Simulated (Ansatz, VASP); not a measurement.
KNi2AsO4 in VASP and in Ansatz

```
Ni As K O
1.0
    -2.81795    2.81795    3.38042
     2.81795   -2.81795    3.38042
     2.81795    2.81795   -3.38042
Ni As K O
2 1 1 4
Direct
  0.25000 0.75000 0.50000
  0.75000 0.25000 0.50000
  0.00000 0.00000 0.00000
  0.50000 0.50000 0.00000
  0.03150 0.69650 0.00000
  0.30350 0.30350 0.33500
  0.69650 0.03150 0.00000
  0.96850 0.96850 0.66500
```

Alike in both runs: task single point; functional r2SCAN; k mesh 5 × 5 × 5; collinear spin.

|  | VASP | Ansatz |
| --- | --- | --- |
| version | VASP 6.6.1 | Ansatz 0.2.0 |
| potentials or method | VASP PAW PBE potentials, release 64 (Ni, As, K_sv, O), cutoff 520 eV | PAW plane waves |
| occupations | fermi-dirac, width 0.1 eV | fermi-dirac |
| valence electrons in the cell | 58 | 84 |

Ansatz gave:

```
pressure (GPa)                                                : 5.6
traceless stress, the component that is largest in VASP (GPa) : 2.38
rms of the force components (eV/Å)                            : 1.754
net moment per atom (μB)                                      : 0.00
size of the moment on the site where the two differ most (μB) : 1.03
```

Question: What did VASP give for the same quantities?

Answer: Pressure (GPa): 7.5; traceless stress, the component that is largest in VASP (GPa): 2.37; rms of the force components (eV/Å): 1.996; net moment per atom (μB): 0.00; size of the moment on the site where the two differ most (μB): 1.04.

VASP's potentials were made for PBE, not for r2SCAN. Site moments also hang on the region over which each program counts them. Atom by atom the forces differ by 0.244 eV/Å (rms over components). VASP's potentials hold 58 valence electrons a cell and Ansatz's 84, so a difference there can come from the potentials and not from the codes. Ansatz's warnings: stability check not made.
